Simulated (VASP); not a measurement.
**Ir: single point with PBEsol**

The system is Ir.

```
Ir
1.0
     2.86143    0.00000    0.00000
    -1.43072    2.47807    0.00000
     0.00000    0.00000    4.81927
Ir
2
Direct
  0.66667 0.33333 0.75000
  0.33333 0.66667 0.25000
```

This cell differs from its parent crystal: strain +0.040 along x and y, +0.080 along z.

```json
{
  "Program": "VASP 6.6.1",
  "Task": "single point",
  "Functional": "PBEsol",
  "Potentials or basis": "VASP PAW PBE potentials, release 64 (Ir)",
  "Cutoff": "520 eV",
  "k mesh": "18 × 18 × 12",
  "Occupations": "gaussian, width 0.15 eV",
  "Spin": "no spin polarisation"
}
```

* Pressure: -44.2 GPa
* Band gap on the k mesh: zero (bands 9 and 10 overlap by 2.59 eV)

Stress tensor (GPa, compression positive):
```
-42.17   0.00   0.00
  0.00 -42.17   0.00
  0.00   0.00 -48.22
```

Levels at points of the mesh, in eV from the Fermi level:
```csv
k point,band 5,band 6,band 7,band 8,band 9,band 10,band 11,band 12,band 13,band 14
"(0.00, 0.00, 0.00)",-2.82,-2.40,-2.40,-1.49,-1.49,-0.57,0.25,0.25,5.03,14.63
"(0.50, 0.00, 0.00)",-2.78,-2.45,-2.37,0.59,0.71,0.96,2.44,3.71,7.06,8.69
"(0.00, 0.00, 0.50)",-2.85,-2.85,-2.85,-2.85,-0.32,-0.32,-0.32,-0.32,12.09,12.09
"(0.50, 0.00, 0.50)",-1.41,-1.41,-0.55,-0.55,0.86,0.86,1.79,1.79,6.21,6.21
```

Run time: 3 min on 1 thread of AMD EPYC 7R13 Processor (Zen 3), with other jobs on the host, peak memory 0.22 GiB.

Caveat: the cell differs from its parent crystal (strain +0.040 along x and y, +0.080 along z); the stress differs along the axes, from -48 to -42 GPa; the PAW data sets were made with another functional, which shifts forces and pressure a little; spin-orbit coupling is left out, which moves the levels of the heavy elements.
